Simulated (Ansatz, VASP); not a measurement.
## Sc2AlP3: VASP beside Ansatz

Contents of INCAR:

```
  PREC = Accurate
  ENCUT = 520
  EDIFF = 1E-6
  ISMEAR = 0
  SIGMA = 0.1
  LREAL = False
  LASPH = True
  NELM = 60
  ALGO = Normal
  ISIF = 2
  LWAVE = False
  LCHARG = False
  GGA = PE
  NBANDS = 29
```

The input KPOINTS:

```
regular mesh
0
Gamma
  4 4 4
```

File POSCAR:

```
Sc2AlP3
1.0
    4.9738803700      0.0000000000      0.0000000000
    0.0000000000      4.9738803700      0.0000000000
    0.0000000000      0.0000000000      5.0749458700
Sc Al P
2 1 3
Direct
    0.5000000000      0.0000000000      0.2690134800
    0.0000000000      0.5000000000      0.2690134800
    0.0000000000      0.0000000000      0.1067228400
    0.5000000000      0.0000000000      0.7197060700
    0.0000000000      0.5000000000      0.7197060700
    0.0000000000      0.0000000000      0.7037452200
```

Input for Ansatz:

```yaml
crystal:
  lattice:
    - [4.97388037, 0.0, 0.0]
    - [0.0, 4.97388037, 0.0]
    - [0.0, 0.0, 5.07494587]
  atoms:
    - { symbol: Sc, position: [0.5, 0.0, 0.26901348] }
    - { symbol: Sc, position: [0.0, 0.5, 0.26901348] }
    - { symbol: Al, position: [0.0, 0.0, 0.10672284] }
    - { symbol: P, position: [0.5, 0.0, 0.71970607] }
    - { symbol: P, position: [0.0, 0.5, 0.71970607] }
    - { symbol: P, position: [0.0, 0.0, 0.70374522] }
basis:
  ecutwfc: 420
kpoints:
  mp_grid: { grid: [4, 4, 4] }
hamiltonian:
  xc: pbe
scf:
  occupations: { method: gaussian, width: 0.1 }
  lower_state_search: "off"
output:
  forces: true
  stress: true
  eigenvalues: true
```

Alike in both runs: task single point; functional PBE; k mesh 4 × 4 × 4; occupations gaussian, width 0.1 eV; no spin polarisation.

```csv
,VASP,Ansatz
version,VASP 6.6.1,Ansatz 0.2.0
potentials or method,"VASP PAW PBE potentials, release 64 (Sc_sv, Al, P), cutoff 520 eV","scalar-relativistic, plane waves, PAW"
valence electrons in the cell,40,40
```

|  | VASP | Ansatz | Ansatz less VASP |
| --- | --- | --- | --- |
| gap on the k mesh at the Fermi level (eV) | none | none | - |
| pressure (GPa) | 12.3 | 12.2 | -0.03 |
| traceless stress, the component that is largest in VASP (GPa) | 10.64 | 10.48 | -0.151 |
| rms of the force components (eV/Å) | 1.947 | 1.946 | -0.0008 |

Atom by atom the forces differ by 0.017 eV/Å (rms over components). A gap of «none» marks a metal or a gap that the smearing closes. The functional is the same, so the differences come from potentials, cutoffs and numerics.
